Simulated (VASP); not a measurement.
# KCl (ae) (Pm-3m) in VASP: notebook, part 2 of 4

VASP 6.6.1.

## 3. Single point, LDA (volume scaled by 0.97)

Input file INCAR:

```
PREC = Accurate
ENCUT = 500
EDIFF = 1E-6
ISMEAR = 0
SIGMA = 0.02
LREAL = False
LASPH = True
NELM = 120
ALGO = Normal
ISIF = 2
LWAVE = False
LCHARG = False
NBANDS = 15
GGA_COMPAT = False
```

Input file KPOINTS:

```
Automatic mesh
0
Gamma
  6 6 6
```

Input file POSCAR:

```
KCl
1.0
    3.5994822612      0.0000000000      0.0000000000
    0.0000000000      3.5994822612      0.0000000000
    0.0000000000      0.0000000000      3.5994822612
K Cl
1 1
Direct
    0.0000000000      0.0000000000      0.0000000000
    0.5000000000      0.5000000000      0.5000000000
```

Potentials or basis: VASP PAW LDA potentials, release 64 (K_sv, Cl).

Run with:

```
cat potpaw_LDA.64/K_sv/POTCAR potpaw_LDA.64/Cl/POTCAR > POTCAR
mpirun -np 1 vasp_std > vasp.out
```

OUTCAR:

```text
PREC = Accurate
   ENCUT = 500
   EDIFF = 1E-6
   ISMEAR = 0
   LREAL = False
   LASPH = True
   NELM = 120
   ISIF = 2

 ion  position               nearest neighbor table
   1  0.000  0.000  0.000-   2 3.12   2 3.12   2 3.12   2 3.12   2 3.12   2 3.12   2 3.12   2 3.12

   2  0.500  0.500  0.500-   1 3.12   1 3.12   1 3.12   1 3.12   1 3.12   1 3.12   1 3.12   1 3.12

  LATTYP: Found a simple cubic cell.
 ALAT       =     3.5994822612

  Lattice vectors:

 A1 = (   3.5994822612,   0.0000000000,   0.0000000000)
 A2 = (   0.0000000000,   3.5994822612,   0.0000000000)
 A3 = (   0.0000000000,   0.0000000000,   3.5994822612)

Analysis of symmetry for initial positions (statically):
=====================================================================
 Subroutine PRICEL returns:
 Original cell was already a primitive cell.

 Routine SETGRP: Setting up the symmetry group for a
 simple cubic supercell.

 Subroutine GETGRP returns: Found 48 space group operations
 (whereof 48 operations were pure point group operations)
 out of a pool of 48 trial point group operations.

The static configuration has the point symmetry O_h .

Analysis of symmetry for dynamics (positions and initial velocities):
=====================================================================
 Subroutine PRICEL returns:
 Original cell was already a primitive cell.

 Routine SETGRP: Setting up the symmetry group for a
 simple cubic supercell.

 Subroutine GETGRP returns: Found 48 space group operations
 (whereof 48 operations were pure point group operations)
 out of a pool of 48 trial point group operations.

The dynamic configuration has the point symmetry O_h .

 Subroutine INISYM returns: Found 48 space group operations
 (whereof 48 operations are pure point group operations),
 and found     1 'primitive' translations

----------------------------------------------------------------------------------------

                                     Primitive cell

  volume of cell :      46.6359

  direct lattice vectors                    reciprocal lattice vectors
     3.599482261  0.000000000  0.000000000     0.277817733  0.000000000  0.000000000
     0.000000000  3.599482261  0.000000000     0.000000000  0.277817733  0.000000000
     0.000000000  0.000000000  3.599482261     0.000000000  0.000000000  0.277817733

  length of vectors
     3.599482261  3.599482261  3.599482261     0.277817733  0.277817733  0.277817733

  position of ions in fractional coordinates (direct lattice)
     0.000000000  0.000000000  0.000000000
     0.500000000  0.500000000  0.500000000

  ion indices of the primitive-cell ions
   primitive index   ion index
                 1           1
                 2           2

----------------------------------------------------------------------------------------

 KPOINTS: Automatic mesh

Automatic generation of k-mesh.
 Grid dimensions read from file:
 generate k-points for:    6    6    6

 Generating k-lattice:

  Cartesian coordinates                     Fractional coordinates (reciprocal lattice)
     0.046302955  0.000000000  0.000000000     0.166666667  0.000000000  0.000000000
     0.000000000  0.046302955  0.000000000     0.000000000  0.166666667  0.000000000
     0.000000000  0.000000000  0.046302955     0.000000000  0.000000000  0.166666667

  Length of vectors
     0.046302955  0.046302955  0.046302955

  Shift w.r.t. Gamma in fractional coordinates (k-lattice)
     0.000000000  0.000000000  0.000000000

 Subroutine IBZKPT returns following result:
 ===========================================

 Found     20 irreducible k-points:

 Following reciprocal coordinates:
            Coordinates               Weight
  0.000000  0.000000  0.000000      1.000000
  0.166667  0.000000  0.000000      6.000000
  0.333333  0.000000  0.000000      6.000000
  0.500000  0.000000  0.000000      3.000000
  0.166667  0.166667  0.000000     12.000000
  0.333333  0.166667  0.000000     24.000000
[... 12 lines left out ...]
  0.500000  0.500000  0.333333      6.000000
  0.500000  0.500000  0.500000      1.000000
   k-points           NKPTS =     20   k-points in BZ     NKDIM =     20   number of bands    NBANDS=     15
   number of dos      NEDOS =    301   number of ions     NIONS =      2
   total plane-waves  NPLWV =  21952
   dimension x,y,z NGX =    28 NGY =   28 NGZ =   28
   dimension x,y,z NGXF=    56 NGYF=   56 NGZF=   56
   ions per type =               1   1
   NGX,Y,Z   is equivalent  to a cutoff of  12.93, 12.93, 12.93 a.u.
   NGXF,Y,Z  is equivalent  to a cutoff of  25.86, 25.86, 25.86 a.u.
 SYSTEM =  unknown system
   PREC   = accura    normal or accurate (medium, high low for compatibility)
   ISTART =      0    job   : 0-new  1-cont  2-samecut
   ICHARG =      2    charge: 1-file 2-atom 10-const
   ISPIN  =      1    spin polarized calculation?
   LNONCOLLINEAR =      F non collinear calculations
   LSORBIT =      F    spin-orbit coupling
   LASPH  =      T    aspherical Exc in radial PAW
   ENCUT  =  500.0 eV  36.75 Ry    6.06 a.u.   6.56  6.56  6.56*2*pi/ulx,y,z
   NELM   =    120;   NELMIN=  2; NELMDL= -5     # of ELM steps
   EDIFF  = 0.1E-05   stopping-criterion for ELM
   LREAL  =      F    real-space projection
[... 7 lines left out ...]
   TEBEG  =    0.0;   TEEND  =   0.0 temperature during run
   PSTRESS=    0.0 pullay stress
   NELECT =      16.0000    total number of electrons
   NUPDOWN=      -1.0000    fix difference up-down
   EMIN   =  10.00;   EMAX   =-10.00  energy-range for DOS
   EFERMI =   0.00;   METHOD = LEGACY
   ISMEAR =     0;   SIGMA  =   0.02  broadening in eV -4-tet -1-fermi 0-gaus
   EFERMI_NEDOS =   21; number of points for ismear=-14 and -15
   IALGO  =     38    algorithm
   IMIX   =      4    mixing-type and parameters
     AMIX     =   0.40;   BMIX     =  1.00
     AMIX_MAG =   1.60;   BMIX_MAG =  1.00
  volume/ion in A,a.u.               =      23.32       157.36
  Fermi-wavevector in a.u.,A,eV,Ry     =   1.146062  2.165743 17.870683  1.313458
  Thomas-Fermi vector in A             =   2.282748
   LORBIT       =      0    0 simple, 1 ext, 2 COOP (PROOUT), +10 PAW based schemes
   GGA     = CA    functional components
   LHFCALC =     F    Hartree Fock is set to
   AEXX    =    0.0000 exact exchange contribution
   IVDW    =     0    specifies the selected vdW correction
   LEPSILON=     F    determine dielectric tensor
   LRPA    =     F    only Hartree local field effects (RPA)
 non-spin polarized calculation
 Gauss-broadening in eV      SIGMA  =   0.02
  energy-cutoff  :      500.00
  volume of cell :       46.64
 maximum number of plane-waves:      1213
 NGX is ok and might be reduce to    28
   NGX = 13   NGY = 13   NGZ = 13

 number of electron      16.0000007 magnetization

 Free energy of the ion-electron system (eV)
  ---------------------------------------------------
  ext. energy  EPLUGINS =         0.00000000
  ---------------------------------------------------
  free energy    TOTEN  =        -7.34232273 eV

  energy without entropy =       -7.34232273  energy(sigma->0) =       -7.34232273

 E-fermi :   0.1984     XC(G=0):  -9.4835

 val. band max:        0.0256610319   @ k =   0.5000   0.5000   0.0000
 cond. band min:       5.3196489006   @ k =   0.0000   0.0000   0.0000
 fundamental gap:      5.2939878687
 Fermi energy:         0.1983901470

 k-point     1 :       0.0000    0.0000    0.0000
  band No.  band energies     occupation
      1     -27.4032      2.00000
      2     -12.8834      2.00000
      3     -10.9713      2.00000
      4     -10.9713      2.00000
      5     -10.9713      2.00000
      6      -0.2171      2.00000
      7      -0.2171      2.00000
      8      -0.2171      2.00000
      9       5.3196      0.00000
     10       5.9977      0.00000
     11       5.9977      0.00000
     12      10.9858      0.00000
     13      10.9858      0.00000
     14      10.9858      0.00000
     15      14.2753      0.00000
[... 325 lines left out ...]
 k-point    20 :       0.5000    0.5000    0.5000
  band No.  band energies     occupation
      1     -27.2732      2.00000
      2     -12.2051      2.00000
      3     -11.2819      2.00000
      4     -11.2819      2.00000
      5     -11.2819      2.00000
      6      -1.8827      2.00000
      7      -1.8827      2.00000
      8      -1.8827      2.00000
      9       9.1242      0.00000
     10       9.1242      0.00000
     11       9.1242      0.00000
     12      10.5833      0.00000
     13      10.5833      0.00000
     14      10.5833      0.00000
     15      13.1217      0.00000

------------------------ aborting loop because EDIFF is reached ----------------------------------------

  FORCE on cell =-STRESS in cart. coord.  units (eV):
  Direction    XX          YY          ZZ          XY          YZ          ZX
  --------------------------------------------------------------------------------------
  -------------------------------------------------------------------------------------
  Total        0.3085093      0.3085093      0.3085093     -0.0000000     -0.0000000      0.0000000
  in kB       10.5988499     10.5988499     10.5988499     -0.0000000     -0.0000000      0.0000000
  external PRESSURE =      10.5988499 kB  Pullay stress =       0.0000000 kB

 VOLUME and BASIS-vectors are now :
 -----------------------------------------------------------------------------
  energy-cutoff  :      500.00
  volume of cell :       46.64
      direct lattice vectors                 reciprocal lattice vectors
     3.599482261  0.000000000  0.000000000     0.277817733  0.000000000  0.000000000
     0.000000000  3.599482261  0.000000000     0.000000000  0.277817733  0.000000000
     0.000000000  0.000000000  3.599482261     0.000000000  0.000000000  0.277817733

 POSITION                                       TOTAL-FORCE (eV/Angst)
 -----------------------------------------------------------------------------------
      0.00000      0.00000      0.00000         0.000000      0.000000      0.000000
      1.79974      1.79974      1.79974         0.000000      0.000000      0.000000
 -----------------------------------------------------------------------------------
    total drift:                               -0.000000      0.000000      0.000000

  FREE ENERGIE OF THE ION-ELECTRON SYSTEM (eV)
  ---------------------------------------------------
  free  energy   TOTEN  =        -7.3423227348 eV

  energy  without entropy=       -7.3423227348  energy(sigma->0) =       -7.34232273
```

OSZICAR:

```text
N       E                     dE             d eps       ncg     rms          rms(c)
DAV:   1     0.109162999478E+03    0.10916E+03   -0.74714E+03   600   0.984E+02
DAV:   2    -0.197867957432E+01   -0.11114E+03   -0.10095E+03   756   0.265E+02
DAV:   3    -0.743507231282E+01   -0.54564E+01   -0.54214E+01   831   0.506E+01
DAV:   4    -0.761012479139E+01   -0.17505E+00   -0.17502E+00   866   0.898E+00
DAV:   5    -0.761139725245E+01   -0.12725E-02   -0.12724E-02   859   0.809E-01    0.410E+00
DAV:   6    -0.737977503549E+01    0.23162E+00   -0.22459E-01   726   0.342E+00    0.341E+00
DAV:   7    -0.734567814388E+01    0.34097E-01   -0.59247E-02   775   0.188E+00    0.189E+00
DAV:   8    -0.734244426585E+01    0.32339E-02   -0.15514E-02   838   0.934E-01    0.235E-01
DAV:   9    -0.734230612513E+01    0.13814E-03   -0.51966E-04   764   0.149E-01    0.918E-02
DAV:  10    -0.734232466386E+01   -0.18539E-04   -0.83409E-05   838   0.696E-02    0.295E-02
DAV:  11    -0.734232254406E+01    0.21198E-05   -0.92380E-06   775   0.207E-02    0.649E-03
DAV:  12    -0.734232273485E+01   -0.19079E-06   -0.38243E-07   573   0.624E-03
   1 F= -.73423227E+01 E0= -.73423227E+01  d E =-.633587E-36
```

stdout:

```text
POSCAR found type information on POSCAR K Cl
 POSCAR found :  2 types and       2 ions
 scaLAPACK will be used
 LDA part: xc-table for (Slater(with rela. corr.)+CA(PZ))
 , standard interpolation
 POSCAR, INCAR and KPOINTS ok, starting setup
 FFT: planning ... GRIDC
 FFT: planning ... GRID_SOFT
 FFT: planning ... GRID
 WAVECAR not read
 entering main loop
```

It took 15 s on 1 thread of Intel Xeon Platinum 8259CL at 2.50GHz (Skylake/Cascade Lake), shared host; peak memory 0.14 GiB.

What came out:

* Free energy: -7.3423 eV
* Pressure: 1.1 GPa
* Band gap on the k mesh: 5.29 eV, indirect (least direct gap 5.54 eV)

 A k mesh can miss the band edges.

[end of part 2 of 4]
